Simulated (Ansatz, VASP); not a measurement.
## FeCl: VASP beside Ansatz

```
Fe Cl
1.0
     3.05822    0.00000    0.00000
     0.00000    3.07702    0.00000
     0.00000    0.00000    8.62456
Fe Cl
2 2
Direct
  0.75000 0.00000 0.61612
  0.25000 0.00000 0.38388
  0.75000 0.50000 0.23203
  0.25000 0.50000 0.76797
```

Alike in both runs: functional PBE; k mesh 6 × 6 × 2; occupations gaussian, width 0.1 eV; collinear spin.

Ansatz relaxed the structure, and its values are those at the end. VASP's run is a single point on that final structure, the one shown.

|  | VASP | Ansatz |
| --- | --- | --- |
| version | VASP 6.6.1 | Ansatz 0.2.0 |
| potentials or method | VASP PAW PBE potentials, release 64 (Fe, Cl), cutoff 520 eV | scalar-relativistic, plane waves, PAW |
| valence electrons in the cell | 30 | 46 |

VASP gave:

* gap on the k mesh at the Fermi level (eV): none
* pressure (GPa): 0.0
* rms of the force components (eV/Å): 0.012
* net moment per atom (μB): 1.64
* size of the moment on the site where the two differ most (μB): 0.13

Q: Estimate Ansatz's values.

A: gap on the k mesh at the Fermi level (eV): none; pressure (GPa): 0.1; rms of the force components (eV/Å): 0.000; net moment per atom (μB): 1.65; size of the moment on the site where the two differ most (μB): 0.14.

Site moments also hang on the region over which each program counts them. A gap of «none» marks a metal or a gap that the smearing closes. The functional is the same, so the differences come from potentials, cutoffs and numerics. VASP's potentials hold 30 valence electrons a cell and Ansatz's 46, so a difference there can come from the potentials and not from the codes.

The k mesh is coarse, so the values compare programs but aren't converged.
